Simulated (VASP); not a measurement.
Here is a VASP 6.6.1 calculation.

File INCAR:

```
ALGO     = Normal         # electronic algorithm
EDIFF    = 1E-6           # SCF threshold, eV
ENCUT    = 600            # plane-wave cutoff, eV
GGA      = PE             # functional
GGA_COMPAT= False        
ISIF     = 2              # what is computed and relaxed
ISMEAR   = 0              # smearing method
LASPH    = True           # aspherical terms in the spheres
LCHARG   = False          # write CHGCAR
LREAL    = False          # projectors in reciprocal space
LWAVE    = False          # write WAVECAR
NBANDS   = 33             # bands
NELM     = 120            # most SCF steps
PREC     = Accurate       # precision mode
SIGMA    = 0.1            # smearing width, eV
```

File KPOINTS:

```
k-points
0
Gamma
  12 12 12
```

The input POSCAR:

```
Be2S3
1.0
    2.9410086901      1.6979921589      4.7163106678
   -2.9410086901      1.6979921589      4.7163106678
    0.0000000000     -3.3959843178      4.7163106678
Be S
4 6
Direct
    0.8582052371      0.8582052371      0.8582052371
    0.6417947629      0.6417947629      0.6417947629
    0.1417947629      0.1417947629      0.1417947629
    0.3582052371      0.3582052371      0.3582052371
    0.0814759057      0.4185240943      0.7500000000
    0.7500000000      0.0814759057      0.4185240943
    0.4185240943      0.7500000000      0.0814759057
    0.9185240943      0.5814759057      0.2500000000
    0.2500000000      0.9185240943      0.5814759057
    0.5814759057      0.2500000000      0.9185240943
```

Potentials or basis: VASP PAW PBE potentials, release 64 (Be, S).

Command:

```console
$ cat potpaw_PBE.64/Be/POTCAR potpaw_PBE.64/S/POTCAR > POTCAR
$ mpirun -np 1 vasp_std > vasp.out
```

(1) Predict the largest force.

(2) What does it give for the band gap on the k mesh?

Answers

(1) 0.008 eV/Å.

(2) zero (bands 22 and 23 overlap by 1.37 eV).
